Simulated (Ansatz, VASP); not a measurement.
## H6C2O: VASP beside Ansatz

Contents of INCAR:

```
SYSTEM = H6C2O
ALGO = Normal ; EDIFF = 1E-6
EDIFFG = -0.3 ; ENCUT = 520
GGA = PE ; IBRION = 2
ISIF = 2 ; ISMEAR = -1
IVDW = 12 ; LASPH = .TRUE.
LCHARG = .FALSE. ; LREAL = Auto
LWAVE = .FALSE. ; NELM = 60
NSW = 35 ; PREC = Accurate
SIGMA = 0.02
```

File KPOINTS:

```
k-points
0
G
  1 1 1
  0 0 0
```

Contents of POSCAR:

```
H6C2O
1.0
    7.0419250000      0.0000000000      0.0000000000
    0.0000000000      7.0419250000      0.0000000000
    0.0000000000      0.0000000000      7.0419250000
C O H
8 4 24
Direct
    0.5321108000      0.6304530000      0.3811948000
    0.5332394000      0.4176028000      0.3530583000
    0.1609135000      0.6435239000      0.9060126000
    0.0248601000      0.7629920000      1.0214031000
    1.0010879000     -0.0675681000      0.4921134000
    0.9606071000      0.0952794000      0.3581726000
    0.4832698000      0.2186024000      0.8024929000
    0.2776721000      0.1710179000      0.8420329000
    0.5199056000      0.3837471000      0.1537315000
   -0.1305390000      0.8101805000      0.9002440000
    0.9331700000      0.2606604000      0.4719773000
    0.2482180000      0.1947062000      1.0410969000
    0.5205346000      0.2471885000      0.1343086000
    0.6644387000      0.3563627000      0.4114138000
    0.4131678000      0.3527268000      0.4288400000
    0.5420591000      0.6658778000      0.5320323000
    0.6521425000      0.6944548000      0.3068139000
    0.4011696000      0.6908232000      0.3242193000
   -0.2187685000      0.8870262000      0.9732933000
   -0.0240261000      0.6832238000      1.1463677000
    0.0966576000      0.8917311000      1.0727869000
    0.2838870000      0.6024989000      0.9914544000
    0.0896638000      0.5151800000      0.8561359000
    0.2102043000      0.7234400000      0.7826424000
    0.9070508000      0.3661204000      0.3869956000
    1.0799824000      0.1146357000      0.2594619000
    0.8334984000      0.0644601000      0.2729523000
    1.0235756000     -0.1992916000      0.4130623000
    1.1280469000     -0.0371894000      0.5757490000
    0.8818552000     -0.0873054000      0.5892235000
    0.1163352000      0.1643973000      1.0678214000
    0.1839743000      0.2652751000      0.7601473000
    0.2470372000      0.0243743000      0.7981452000
    0.5150514000      0.2030766000      0.6513151000
    0.5130748000      0.3646667000      0.8450755000
    0.5760629000      0.1240516000      0.8830283000
```

Input for Ansatz:

```yaml
crystal:
  lattice:
    - [7.041925, 0.0, 0.0]
    - [0.0, 7.041925, 0.0]
    - [0.0, 0.0, 7.041925]
  atoms:
    - { symbol: C, position: [0.5321108, 0.630453, 0.3811948] }
    - { symbol: C, position: [0.5332394, 0.4176028, 0.3530583] }
    - { symbol: O, position: [0.5199056, 0.3837471, 0.1537315] }
    - { symbol: H, position: [0.5205346, 0.2471885, 0.1343086] }
    - { symbol: H, position: [0.6644387, 0.3563627, 0.4114138] }
    - { symbol: H, position: [0.4131678, 0.3527268, 0.42884] }
    - { symbol: H, position: [0.5420591, 0.6658778, 0.5320323] }
    - { symbol: H, position: [0.6521425, 0.6944548, 0.3068139] }
    - { symbol: H, position: [0.4011696, 0.6908232, 0.3242193] }
    - { symbol: C, position: [0.1609135, 0.6435239, 0.9060126] }
    - { symbol: C, position: [0.0248601, 0.762992, 1.0214031] }
    - { symbol: O, position: [-0.130539, 0.8101805, 0.900244] }
    - { symbol: H, position: [-0.2187685, 0.8870262, 0.9732933] }
    - { symbol: H, position: [-0.0240261, 0.6832238, 1.1463677] }
    - { symbol: H, position: [0.0966576, 0.8917311, 1.0727869] }
    - { symbol: H, position: [0.283887, 0.6024989, 0.9914544] }
    - { symbol: H, position: [0.0896638, 0.51518, 0.8561359] }
    - { symbol: H, position: [0.2102043, 0.72344, 0.7826424] }
    - { symbol: C, position: [1.0010879, -0.0675681, 0.4921134] }
    - { symbol: C, position: [0.9606071, 0.0952794, 0.3581726] }
    - { symbol: O, position: [0.93317, 0.2606604, 0.4719773] }
    - { symbol: H, position: [0.9070508, 0.3661204, 0.3869956] }
    - { symbol: H, position: [1.0799824, 0.1146357, 0.2594619] }
    - { symbol: H, position: [0.8334984, 0.0644601, 0.2729523] }
    - { symbol: H, position: [1.0235756, -0.1992916, 0.4130623] }
    - { symbol: H, position: [1.1280469, -0.0371894, 0.575749] }
    - { symbol: H, position: [0.8818552, -0.0873054, 0.5892235] }
    - { symbol: C, position: [0.4832698, 0.2186024, 0.8024929] }
    - { symbol: C, position: [0.2776721, 0.1710179, 0.8420329] }
    - { symbol: O, position: [0.248218, 0.1947062, 1.0410969] }
    - { symbol: H, position: [0.1163352, 0.1643973, 1.0678214] }
    - { symbol: H, position: [0.1839743, 0.2652751, 0.7601473] }
    - { symbol: H, position: [0.2470372, 0.0243743, 0.7981452] }
    - { symbol: H, position: [0.5150514, 0.2030766, 0.6513151] }
    - { symbol: H, position: [0.5130748, 0.3646667, 0.8450755] }
    - { symbol: H, position: [0.5760629, 0.1240516, 0.8830283] }
basis:
  ecutwfc: 420.0
kpoints:
  mp_grid: { grid: [1, 1, 1] }
hamiltonian:
  xc: pbe
  dispersion: d3bj
scf:
  occupations: { method: fermi_dirac, width: 0.02 }
  lower_state_search: "off"
relax:
  f_tol: 0.3
  max_steps: 15
  adjacent_minimum: "off"
output:
  write_density: true
  write_potential: true
  elf: true
  volumetric_format: npy
```

Alike in both runs: task relaxation of the atoms; functional PBE; dispersion D3(BJ); k mesh 1 × 1 × 1; occupations fermi-dirac, width 0.02 eV; no spin polarisation.

|  | VASP | Ansatz |
| --- | --- | --- |
| version | VASP 6.6.1 | Ansatz 0.2.0 |
| potentials or method | VASP PAW PBE potentials, release 64 (C, O, H), cutoff 520 eV | scalar-relativistic, plane waves, PAW |
| valence electrons in the cell | 80 | 80 |

```csv
,VASP,Ansatz,Ansatz less VASP
"gap on the k mesh at the Fermi level, each at its own relaxed structure (eV)",4.57,4.98,+0.411
```
